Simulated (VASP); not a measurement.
# Be (P6_3/mmc) in VASP: notebook

Be is run at these levels: LDA; tasks: single point.

Everything below comes from runs of VASP 6.6.1. Logs are shortened: lines on timing, memory, paths and dates and some standing lists are left out, and cuts for length are marked.

### Step 1. The cell of the first run

Symmetry: P6_3/mmc, No. 194, hexagonal system. The conventional cell has a = 2.289 Å, b = 2.289 Å, c = 3.326 Å, α = 90.00°, β = 90.00°, γ = 120.00°. Be (site symmetry -6m2) has 12 Be at 2.12 to 2.29 Å within 2.8 Å.

### Step 2. Single point, LDA

INCAR

```
PREC = Accurate
ENCUT = 520
EDIFF = 1E-7
ISMEAR = 0
SIGMA = 0.15
LREAL = F
LASPH = T
NELM = 80
ALGO = Fast
ISIF = 2
LWAVE = F
LCHARG = T
LELF = T
LVHAR = T
NBANDS = 9
```

KPOINTS

```
regular mesh
0
Gamma
  33 33 20
```

POSCAR

```
Be
1.0
    2.2889579115      0.0000000000      0.0000000000
   -1.1444789558      1.9822956996      0.0000000000
    0.0000000000      0.0000000000      3.3264312854
Be
2
Direct
    0.3333333333      0.6666666667      0.2500000000
    0.6666666667      0.3333333333      0.7500000000
```

Potentials or basis: VASP PAW LDA potentials, release 64 (Be).

Run with:

```
cat potpaw_LDA.64/Be/POTCAR > POTCAR
mpirun -np 1 vasp_std > vasp.out
```

OUTCAR:

```text
PREC = Accurate
   ENCUT = 520
   EDIFF = 1E-7
   ISMEAR = 0
   LREAL = F
   LASPH = T
   NELM = 80
   ISIF = 2

 ion  position               nearest neighbor table
   1  0.333  0.667  0.250-   2 2.12   2 2.12   2 2.12   2 2.12   2 2.12   2 2.12
   2  0.667  0.333  0.750-   1 2.12   1 2.12   1 2.12   1 2.12   1 2.12   1 2.12

  LATTYP: Found a hexagonal cell.
 ALAT       =     2.2889579115
 C/A-ratio  =     1.4532513982

  Lattice vectors:

 A1 = (   2.2889579115,   0.0000000000,   0.0000000000)
 A2 = (  -1.1444789558,   1.9822956996,   0.0000000000)
 A3 = (   0.0000000000,   0.0000000000,   3.3264312854)

Analysis of symmetry for initial positions (statically):
=====================================================================
 Subroutine PRICEL returns:
 Original cell was already a primitive cell.

 Routine SETGRP: Setting up the symmetry group for a
 hexagonal supercell.

 Subroutine GETGRP returns: Found 24 space group operations
 (whereof 12 operations were pure point group operations)
 out of a pool of 24 trial point group operations.

The static configuration has the point symmetry D_3d.
 The point group associated with its full space group is D_6h.

Analysis of symmetry for dynamics (positions and initial velocities):
=====================================================================
 Subroutine PRICEL returns:
 Original cell was already a primitive cell.

 Routine SETGRP: Setting up the symmetry group for a
 hexagonal supercell.

 Subroutine GETGRP returns: Found 24 space group operations
 (whereof 12 operations were pure point group operations)
 out of a pool of 24 trial point group operations.

The dynamic configuration has the point symmetry D_3d.
 The point group associated with its full space group is D_6h.

 Subroutine INISYM returns: Found 24 space group operations
 (whereof 12 operations are pure point group operations),
 and found     1 'primitive' translations

----------------------------------------------------------------------------------------

                                     Primitive cell

  volume of cell :      15.0933

  direct lattice vectors                    reciprocal lattice vectors
     2.288957911  0.000000000  0.000000000     0.436880030  0.252232803  0.000000000
    -1.144478956  1.982295700  0.000000000     0.000000000  0.504465605  0.000000000
     0.000000000  0.000000000  3.326431285     0.000000000  0.000000000  0.300622473

  length of vectors
     2.288957911  2.288957912  3.326431285     0.504465605  0.504465605  0.300622473

  position of ions in fractional coordinates (direct lattice)
     0.333333333  0.666666667  0.250000000
     0.666666667  0.333333333  0.750000000

  ion indices of the primitive-cell ions
   primitive index   ion index
                 1           1
                 2           2

----------------------------------------------------------------------------------------

 KPOINTS: regular mesh

Automatic generation of k-mesh.
 Grid dimensions read from file:
 generate k-points for:   33   33   20

 Generating k-lattice:

  Cartesian coordinates                     Fractional coordinates (reciprocal lattice)
     0.013238789  0.007643418  0.000000000     0.030303030 -0.000000000  0.000000000
     0.000000000  0.015286837  0.000000000     0.000000000  0.030303030  0.000000000
     0.000000000  0.000000000  0.015031124     0.000000000  0.000000000  0.050000000

  Length of vectors
     0.015286837  0.015286837  0.015031124

  Shift w.r.t. Gamma in fractional coordinates (k-lattice)
     0.000000000  0.000000000  0.000000000

 Subroutine IBZKPT returns following result:
 ===========================================

 Found   1188 irreducible k-points:

 Following reciprocal coordinates:
            Coordinates               Weight
  0.000000  0.000000  0.000000      1.000000
  0.030303  0.000000  0.000000      6.000000
  0.060606  0.000000  0.000000      6.000000
  0.090909  0.000000  0.000000      6.000000
  0.121212  0.000000  0.000000      6.000000
  0.151515  0.000000  0.000000      6.000000
[... 16 lines left out ...]
  0.181818  0.030303  0.000000     12.000000
  0.212121  0.030303  0.000000     12.000000
 [... further k-points ...]
   k-points           NKPTS =   1188   k-points in BZ     NKDIM =   1188   number of bands    NBANDS=      9
   number of dos      NEDOS =    301   number of ions     NIONS =      2
   total plane-waves  NPLWV =   9072
   dimension x,y,z NGX =    18 NGY =   18 NGZ =   28
   dimension x,y,z NGXF=    36 NGYF=   36 NGZF=   56
   ions per type =               2
   NGX,Y,Z   is equivalent  to a cutoff of  13.07, 13.07, 13.99 a.u.
   NGXF,Y,Z  is equivalent  to a cutoff of  26.15, 26.15, 27.99 a.u.
 SYSTEM =  unknown system
   PREC   = accura    normal or accurate (medium, high low for compatibility)
   ISTART =      0    job   : 0-new  1-cont  2-samecut
   ICHARG =      2    charge: 1-file 2-atom 10-const
   ISPIN  =      1    spin polarized calculation?
   LNONCOLLINEAR =      F non collinear calculations
   LSORBIT =      F    spin-orbit coupling
   LASPH  =      T    aspherical Exc in radial PAW
   ENCUT  =  520.0 eV  38.22 Ry    6.18 a.u.   4.26  4.26  6.18*2*pi/ulx,y,z
   NELM   =     80;   NELMIN=  2; NELMDL= -5     # of ELM steps
   EDIFF  = 0.1E-06   stopping-criterion for ELM
   LREAL  =      F    real-space projection
   EDIFFG = 0.1E-05   stopping-criterion for IOM
   NSW    =      0    number of steps for IOM
   IBRION =     -1    ionic relax: 0-MD 1-quasi-New 2-CG
   NFREE  =      0    steps in history (QN), initial steepest desc. (CG)
   ISIF   =      2    stress and relaxation
   ISYM   =      2    0-nonsym 1-usesym 2-fastsym
   POTIM  = 0.5000    time-step for ionic-motion
   TEBEG  =    0.0;   TEEND  =   0.0 temperature during run
   PSTRESS=    0.0 pullay stress
   NELECT =       4.0000    total number of electrons
   NUPDOWN=      -1.0000    fix difference up-down
   EMIN   =  10.00;   EMAX   =-10.00  energy-range for DOS
   EFERMI =   0.00;   METHOD = LEGACY
   ISMEAR =     0;   SIGMA  =   0.15  broadening in eV -4-tet -1-fermi 0-gaus
   EFERMI_NEDOS =   21; number of points for ismear=-14 and -15
   IALGO  =     68    algorithm
   IMIX   =      4    mixing-type and parameters
     AMIX     =   0.40;   BMIX     =  1.00
     AMIX_MAG =   1.60;   BMIX_MAG =  1.00
  volume/ion in A,a.u.               =       7.55        50.93
  Fermi-wavevector in a.u.,A,eV,Ry     =   1.051558  1.987156 15.044971  1.105774
  Thomas-Fermi vector in A             =   2.186606
   LORBIT       =      0    0 simple, 1 ext, 2 COOP (PROOUT), +10 PAW based schemes
   GGA     = CA    functional components
   LHFCALC =     F    Hartree Fock is set to
   AEXX    =    0.0000 exact exchange contribution
   IVDW    =     0    specifies the selected vdW correction
   LEPSILON=     F    determine dielectric tensor
   LRPA    =     F    only Hartree local field effects (RPA)
 non-spin polarized calculation
 RMM-DIIS sequential band-by-band and
 Gauss-broadening in eV      SIGMA  =   0.15
  energy-cutoff  :      520.00
  volume of cell :       15.09
 maximum number of plane-waves:       433
 NGX is ok and might be reduce to    18

 number of electron       4.0000000 magnetization

 Free energy of the ion-electron system (eV)
  ---------------------------------------------------
  ext. energy  EPLUGINS =         0.00000000
  ---------------------------------------------------
  free energy    TOTEN  =        -8.34359494 eV

  energy without entropy =       -8.34114163  energy(sigma->0) =       -8.34236829

 E-fermi :   7.0344     XC(G=0): -10.7709

 val. band max:        7.0163676830   @ k =   0.3333   0.2727   0.1500
 cond. band min:       7.0511497461   @ k =   0.3636   0.2727   0.1000
 fundamental gap:      0.0347820631
 Fermi energy:         7.0344357635

 k-point     1 :       0.0000    0.0000    0.0000
  band No.  band energies     occupation
      1      -4.2944      2.00000
      2       3.3856      2.00000
      3       9.9701      0.00000
      4      21.8233      0.00000
      5      21.8233      0.00000
      6      25.1951      0.00000
      7      25.1951      0.00000
      8      29.7623      0.00000
      9      33.7755      0.00000

 k-point     2 :       0.0303    0.0000    0.0000
  band No.  band energies     occupation
      1      -4.2694      2.00000
      2       3.4192      2.00000
      3       9.9702      0.00000
      4      21.6199      0.00000
      5      21.6488      0.00000
      6      25.2215      0.00000
      7      25.3269      0.00000
      8      29.6620      0.00000
      9      33.2664      0.00000

 k-point     3 :       0.0606    0.0000    0.0000
  band No.  band energies     occupation
      1      -4.1943      2.00000
      2       3.5198      2.00000
      3       9.9693      0.00000
      4      21.0533      0.00000
      5      21.2062      0.00000
      6      25.2888      0.00000
      7      25.6325      0.00000
      8      29.3595      0.00000
      9      32.3475      0.00000

 k-point     4 :       0.0909    0.0000    0.0000
  band No.  band energies     occupation
      1      -4.0692      2.00000
      2       3.6874      2.00000
      3       9.9645      0.00000
      4      20.2222      0.00000
      5      20.6280      0.00000
      6      25.3769      0.00000
      7      25.9584      0.00000
      8      28.8519      0.00000
      9      31.2878      0.00000
[... 205 lines left out ...]
 k-point    22 :       0.1515    0.0303    0.0000
  band No.  band energies     occupation
      1      -3.5177      2.00000
      2       4.4230      2.00000
      3       9.8789      0.00000
      4      17.5979      0.00000
      5      18.9439      0.00000
      6      25.6172      0.00000
      7      26.2816      0.00000
      8      26.6666      0.00000
      9      28.4757      0.00000

 k-point    23 :       0.1818    0.0303    0.0000
  band No.  band energies     occupation
      1      -3.2164      2.00000
      2       4.8227      2.00000
      3       9.7693      0.00000
      4      16.5792      0.00000
      5      18.3604      0.00000
      6      25.5332      0.00000
      7      25.5935      0.00000
      8      26.1646      0.00000
      9      27.4185      0.00000

 k-point    24 :       0.2121    0.0303    0.0000
  band No.  band energies     occupation
      1      -2.8647      2.00000
      2       5.2875      2.00000
      3       9.5670      0.00000
      4      15.6770      0.00000
      5      17.8155      0.00000
      6      24.2912      0.00000
      7      25.2091      0.00000
      8      25.9749      0.00000
      9      26.7352      0.00000

 [... further k-points ...]

------------------------ aborting loop because EDIFF is reached ----------------------------------------

  FORCE on cell =-STRESS in cart. coord.  units (eV):
  Direction    XX          YY          ZZ          XY          YZ          ZX
  --------------------------------------------------------------------------------------
  -------------------------------------------------------------------------------------
  Total       -0.6805246     -0.6805246      2.0076969      0.0000000      0.0000000      0.0000000
  in kB      -72.2386444    -72.2386444    213.1198592      0.0000000      0.0000000      0.0000000
  external PRESSURE =      22.8808568 kB  Pullay stress =       0.0000000 kB

 VOLUME and BASIS-vectors are now :
 -----------------------------------------------------------------------------
  energy-cutoff  :      520.00
  volume of cell :       15.09
      direct lattice vectors                 reciprocal lattice vectors
     2.288957911  0.000000000  0.000000000     0.436880030  0.252232803  0.000000000
    -1.144478956  1.982295700  0.000000000     0.000000000  0.504465605  0.000000000
     0.000000000  0.000000000  3.326431285     0.000000000  0.000000000  0.300622473

 POSITION                                       TOTAL-FORCE (eV/Angst)
 -----------------------------------------------------------------------------------
     -0.00000      1.32153      0.83161        -0.000000     -0.000000      0.000000
      1.14448      0.66077      2.49482         0.000000      0.000000      0.000000
 -----------------------------------------------------------------------------------
    total drift:                                0.000000     -0.000000      0.000000

  FREE ENERGIE OF THE ION-ELECTRON SYSTEM (eV)
  ---------------------------------------------------
  free  energy   TOTEN  =        -8.3435949399 eV

  energy  without entropy=       -8.3411416304  energy(sigma->0) =       -8.34236829
```

Run time: 46 s. Hardware: 1 thread of Intel Xeon 6975P-C (Granite Rapids), shared host; peak memory 0.23 GiB.

What came out:

* Free energy: -8.3436 eV
* Pressure: 2.3 GPa
* Band gap on the k mesh: zero (band 2 reaches 8.26 eV, above the bottom of band 3 at 5.60 eV)

Stress tensor (GPa, compression positive):
```
-7.22  0.00  0.00
 0.00 -7.22  0.00
 0.00  0.00 21.31
```

### Step 3. Single point, LDA

This run uses another cell than the first one, of the same volume but with other edges.

INCAR

```
SYSTEM = Be
  ALGO = Fast
  EDIFF = 1E-6
  ENCUT = 520
  ISIF = 2
  ISMEAR = 0
  LASPH = .True.
  LCHARG = .False.
  LREAL = .False.
  LWAVE = .False.
  NBANDS = 9
  NELM = 60
  PREC = Accurate
  SIGMA = 0.15
```

KPOINTS

```
k-points
0
Gamma
  33 33 20
  0 0 0
```

POSCAR

```
Be
1.0
    2.1565996042      0.0000000000      0.0000000000
   -1.0782998021      1.8676700430      0.0000000000
    0.0000000000      0.0000000000      3.7472712275
Be
2
Direct
    0.3333333333      0.6666666667      0.2500000000
    0.6666666667      0.3333333333      0.7500000000
```

Potentials or basis: VASP PAW LDA potentials, release 64 (Be).

Run with:

```
cat potpaw_LDA.64/Be/POTCAR > POTCAR
mpirun -np 1 vasp_std > vasp.out
```

Run time: 25 s. Hardware: 1 thread of Intel Xeon 6975P-C (Granite Rapids), shared host; peak memory 0.22 GiB.

It converged, with:

- Free energy: -8.3122 eV
- Pressure: 1.4 GPa
- Band gap on the k mesh: zero (band 2 reaches 7.95 eV, above the bottom of band 3 at 6.51 eV)

Stress tensor (GPa, compression positive):
```
 11.94   0.00   0.00
  0.00  11.94   0.00
  0.00   0.00 -19.53
```

Levels at points of the mesh, in eV from the Fermi level:
```tsv
k point	band 1	band 2	band 3	band 4	band 5
(0.00, 0.00, 0.00)	-11.49	-5.50	-0.29	18.35	18.35
(0.00, 0.00, 0.50)	-9.59	-9.59	8.18	8.18	19.63
```
